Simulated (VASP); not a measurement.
# AgCl in VASP: a series of runs, part 2 of 2

VASP 6.6.1. The steps go on from the part before.

## Step 5: Single point, PBE

Input file INCAR:

```
PREC = Accurate
ENCUT = 500
EDIFF = 1E-6
ISMEAR = 0
SIGMA = 0.01
LREAL = F
LASPH = T
NELM = 120
ALGO = Normal
ISIF = 2
LWAVE = F
LCHARG = F
GGA = PE
NBANDS = 16
GGA_COMPAT = F
```

Input file KPOINTS:

```
regular mesh
0
Gamma
  2 2 2
```

Input file POSCAR:

```
AgCl
1.0
    0.0000000000      2.8294255800      2.8294255800
    2.8294255800      0.0000000000      2.8294255800
    2.8294255800      2.8294255800      0.0000000000
Ag Cl
1 1
Direct
    0.0000000000      0.0000000000      0.0000000000
    0.5000000000      0.5000000000      0.5000000000
```

Potentials or basis: VASP PAW PBE potentials, release 64 (Ag, Cl).

Started as:

```
$ cat potpaw_PBE.64/Ag/POTCAR potpaw_PBE.64/Cl/POTCAR > POTCAR
$ mpirun -np 1 vasp_std > vasp.out
```

OUTCAR:

```text
PREC = Accurate
   ENCUT = 500
   EDIFF = 1E-6
   ISMEAR = 0
   LREAL = F
   LASPH = T
   NELM = 120
   ISIF = 2
   GGA = PE

 ion  position               nearest neighbor table
   1  0.000  0.000  0.000-   2 2.83   2 2.83   2 2.83   2 2.83   2 2.83   2 2.83
   2  0.500  0.500  0.500-   1 2.83   1 2.83   1 2.83   1 2.83   1 2.83   1 2.83

  LATTYP: Found a face centered cubic cell.
 ALAT       =     5.6588511600

  Lattice vectors:

 A1 = (   0.0000000000,   2.8294255800,   2.8294255800)
 A2 = (   2.8294255800,   0.0000000000,   2.8294255800)
 A3 = (   2.8294255800,   2.8294255800,   0.0000000000)

Analysis of symmetry for initial positions (statically):
=====================================================================
 Subroutine PRICEL returns:
 Original cell was already a primitive cell.

 Routine SETGRP: Setting up the symmetry group for a
 face centered cubic supercell.

 Subroutine GETGRP returns: Found 48 space group operations
[... 139 lines left out ...]
  ---------------------------------------------------
  free energy    TOTEN  =        -4.76833352 eV

  energy without entropy =       -4.76833352  energy(sigma->0) =       -4.76833352

 E-fermi :   3.3362     XC(G=0):  -9.5746

 val. band max:        3.2601595020   @ k =   0.5000   0.0000   0.0000
 cond. band min:       4.0965698282   @ k =   0.0000   0.0000   0.0000
 fundamental gap:      0.8364103262
 Fermi energy:         3.3361525632

 k-point     1 :       0.0000    0.0000    0.0000
  band No.  band energies     occupation
      1     -11.3463      2.00000
      2       0.8784      2.00000
      3       0.8784      2.00000
      4       0.8784      2.00000
      5       0.9308      2.00000
      6       0.9308      2.00000
[... 34 lines left out ...]
      3       0.6049      2.00000
      4       0.6064      2.00000
      5       0.6064      2.00000
      6       1.0935      2.00000
[... 8 lines left out ...]
     15      18.4002      0.00000
     16      18.4004      0.00000

------------------------ aborting loop because EDIFF is reached ----------------------------------------

  FORCE on cell =-STRESS in cart. coord.  units (eV):
  Direction    XX          YY          ZZ          XY          YZ          ZX
  --------------------------------------------------------------------------------------
  -------------------------------------------------------------------------------------
  Total        1.0524858      1.0524858      1.0524858     -0.0000000      0.0000000     -0.0000000
  in kB       37.2221985     37.2221985     37.2221985     -0.0000000      0.0000000     -0.0000000
  external PRESSURE =      37.2221985 kB  Pullay stress =       0.0000000 kB

 VOLUME and BASIS-vectors are now :
 -----------------------------------------------------------------------------
  energy-cutoff  :      500.00
  volume of cell :       45.30
      direct lattice vectors                 reciprocal lattice vectors
     0.000000000  2.829425580  2.829425580    -0.176714314  0.176714314  0.176714314
     2.829425580  0.000000000  2.829425580     0.176714314 -0.176714314  0.176714314
     2.829425580  2.829425580  0.000000000     0.176714314  0.176714314 -0.176714314

 POSITION                                       TOTAL-FORCE (eV/Angst)
 -----------------------------------------------------------------------------------
      0.00000      0.00000      0.00000         0.000000      0.000000      0.000000
      2.82943      2.82943      2.82943        -0.000000     -0.000000     -0.000000
 -----------------------------------------------------------------------------------
    total drift:                               -0.000000      0.000000      0.000000

  FREE ENERGIE OF THE ION-ELECTRON SYSTEM (eV)
  ---------------------------------------------------
  free  energy   TOTEN  =        -4.7683335170 eV

  energy  without entropy=       -4.7683335170  energy(sigma->0) =       -4.76833352
```

OSZICAR:

```text
N       E                     dE             d eps       ncg     rms          rms(c)
DAV:   1     0.961910902962E+02    0.96191E+02   -0.82810E+03    96   0.969E+02
DAV:   2    -0.159673100929E+01   -0.97788E+02   -0.91382E+02   120   0.216E+02
DAV:   3    -0.506195219065E+01   -0.34652E+01   -0.34606E+01   120   0.426E+01
DAV:   4    -0.508589563660E+01   -0.23943E-01   -0.23940E-01   128   0.375E+00
DAV:   5    -0.508622769980E+01   -0.33206E-03   -0.33206E-03   112   0.436E-01    0.462E+00
DAV:   6    -0.478828182065E+01    0.29795E+00   -0.39002E-01   104   0.591E+00    0.345E+00
DAV:   7    -0.476722013503E+01    0.21062E-01   -0.10520E-01   112   0.220E+00    0.188E+00
DAV:   8    -0.476793390983E+01   -0.71377E-03   -0.85518E-03   112   0.859E-01    0.206E-01
DAV:   9    -0.476817337040E+01   -0.23946E-03   -0.64334E-04   112   0.263E-01    0.466E-02
DAV:  10    -0.476832297694E+01   -0.14961E-03   -0.14733E-04   112   0.107E-01    0.482E-02
DAV:  11    -0.476833292276E+01   -0.99458E-05   -0.15653E-05   128   0.251E-02    0.620E-03
DAV:  12    -0.476833351702E+01   -0.59426E-06   -0.16253E-06   112   0.818E-03
   1 F= -.47683335E+01 E0= -.47683335E+01  d E =-.468915E-27
```

It took 4 s on 1 thread of AMD EPYC 7R43 (Zen 3), shared host; peak memory 0.13 GiB.

What came out:

```
Free energy            : -4.7683 eV
Pressure               : 3.7 GPa
Band gap on the k mesh : 0.84 eV (least direct gap 2.80 eV)
```

Caveat: the k points lie up to 0.96 Å⁻¹ apart.

## Step 6: Single point, PBE

This run uses another cell than the first one, of 20.09 Å³/atom.

Input file INCAR:

```
PREC = Accurate ; ENCUT = 500
EDIFF = 1E-6 ; ISMEAR = 0
SIGMA = 0.01 ; LREAL = False
LASPH = True ; NELM = 120
ALGO = Normal ; ISIF = 2
LWAVE = False ; LCHARG = False
GGA = PE ; NBANDS = 16
GGA_COMPAT = False
```

Input file KPOINTS:

```
Automatic mesh
0
Gamma
  3 3 3
```

Input file POSCAR:

```
AgCl
1.0
    0.0000000000      2.7183514500      2.7183514500
    2.7183514500      0.0000000000      2.7183514500
    2.7183514500      2.7183514500      0.0000000000
Ag Cl
1 1
Direct
    0.0000000000      0.0000000000      0.0000000000
    0.5000000000      0.5000000000      0.5000000000
```

Potentials or basis: VASP PAW PBE potentials, release 64 (Ag, Cl).

Started as:

```
$ cat potpaw_PBE.64/Ag/POTCAR potpaw_PBE.64/Cl/POTCAR > POTCAR
$ mpirun -np 1 vasp_std > vasp.out
```

Wall time 4 s (1 thread of AMD EPYC 7R43 (Zen 3), shared host); peak memory 0.12 GiB.

It converged, with:

```
Free energy            : -5.2785 eV
Pressure               : 5.5 GPa
Band gap on the k mesh : 1.33 eV (least direct gap 3.44 eV)
```

Levels at points of the mesh, in eV from the valence-band top:
```
           k point  band 6  band 7  band 8  band 9  band 10  band 11  band 12  band 13
(0.00, 0.00, 0.00)   -2.25   -2.12   -2.12   -2.12     1.33    11.26    11.26    11.26
```

Caveat: the k points lie up to 0.67 Å⁻¹ apart; an odd mesh through Γ misses points on the zone boundary, where band edges can lie.

## Step 7: Summary

```csv
cell,k mesh,gap on the mesh (eV),pressure (GPa),largest force (eV/Å)
"a = 4.001 Å, angles 60.0°, 2 atoms, atomic positions A","1 × 1 × 1, shifted",4.02,16.7,0.54
"a = 3.844 Å, angles 60.0°, 2 atoms, atomic positions A","1 × 1 × 1, shifted",3.59,30.9,0.81
"a = 3.844 Å, angles 60.0°, 2 atoms, atomic positions B",2 × 2 × 2,0.80,11.9,-
"a = 4.001 Å, angles 60.0°, 2 atoms, atomic positions B",2 × 2 × 2,0.84,3.7,-
"a = 3.844 Å, angles 60.0°, 2 atoms, atomic positions B",3 × 3 × 3,1.33,5.5,-
```

Alike in all rows: task single point; level PBE; potentials or basis VASP PAW PBE potentials, release 64 (Ag, Cl); no spin polarisation; cutoff (eV) 500; smearing gaussian 0.01 eV.

Caveats: all runs use coarse meshes; an empty level that is flat over the whole mesh can mark a ghost state of the potentials, or a narrow d or f band (at least some runs); a shifted mesh leaves out Γ, where band edges can lie (at least some runs); an odd mesh through Γ misses points on the zone boundary, where band edges can lie (at least some runs).

Absolute energies hang on the potentials; compare differences alone.
